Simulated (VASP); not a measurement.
Set up this calculation in VASP 6.6.1, as the native input.

```
Task                   : single point
Functional             : r2SCAN
Potentials or basis    : VASP PAW PBE potentials, release 64 (Cr_pv)
Cutoff                 : 520 eV
k mesh                 : 20 × 20 × 20
Occupations            : gaussian, width 0.05 eV
Spin                   : collinear spin, ferromagnetic start
Starting moments       : [0.05] μB
Dipole correction      : no
Further INCAR settings : ALGO = Normal; EDIFF = 1e-07; NBANDS = 16
```

Crystal: Cr.

```
Cr
1.0
     0.00000    1.78927    1.78927
     1.78927    0.00000    1.78927
     1.78927    1.78927    0.00000
Cr
1
Direct
  0.00000 0.00000 0.00000
```

These files were run (other wordings do the same):

POSCAR

```
Cr
1.0
    0.0000000000      1.7892703198      1.7892703198
    1.7892703198      0.0000000000      1.7892703198
    1.7892703198      1.7892703198      0.0000000000
Cr
1
Direct
    0.0000000000      0.0000000000      0.0000000000
```

INCAR.step1

```
SYSTEM = Cr
ALGO = Normal
EDIFF = 1E-4
ENCUT = 520
GGA = PE
ISMEAR = 0
ISPIN = 2
LASPH = .True.
LCHARG = .False.
LMAXMIX = 4
LREAL = .False.
LWAVE = .True.
MAGMOM = 0.05
NBANDS = 16
NELM = 150
PREC = Accurate
SIGMA = 0.05
```

INCAR.step2

```
SYSTEM = Cr
ALGO = Normal
EDIFF = 1E-7
ENCUT = 520
ISIF = 2
ISMEAR = 0
ISPIN = 2
ISTART = 1
LASPH = .True.
LCHARG = .False.
LMAXMIX = 4
LMIXTAU = .True.
LORBIT = 11
LREAL = .False.
LWAVE = .False.
MAGMOM = 0.05
METAGGA = R2SCAN
NBANDS = 16
NELM = 150
PREC = Accurate
SIGMA = 0.05
```

KPOINTS

```
k-points
0
Gamma
  20 20 20
  0 0 0
```

Potentials or basis: VASP PAW PBE potentials, release 64 (Cr_pv).

Command:

```sh
$ cat potpaw_PBE.64/Cr_pv/POTCAR > POTCAR
$ cp INCAR.step1 INCAR
$ mpirun -np 1 vasp_std > vasp.out
$ cp INCAR.step2 INCAR
$ mpirun -np 1 vasp_std > vasp.out
```

It gave:

```yaml
Pressure: 4.7 GPa
Band_gap_on_the_k_mesh: zero (filled and empty bands overlap)
Net_moment: 0.00 μB per cell
Valence_electrons_inside_the_program's_atomic_spheres: Cr 11.32
```

Caveat: the PAW data sets were made with another functional, which shifts forces and pressure a little.

Run time: 3.1 min on 1 thread of Intel(R) Xeon(R) 6975P-C (Granite Rapids), with other jobs on the host, peak memory 0.19 GiB.
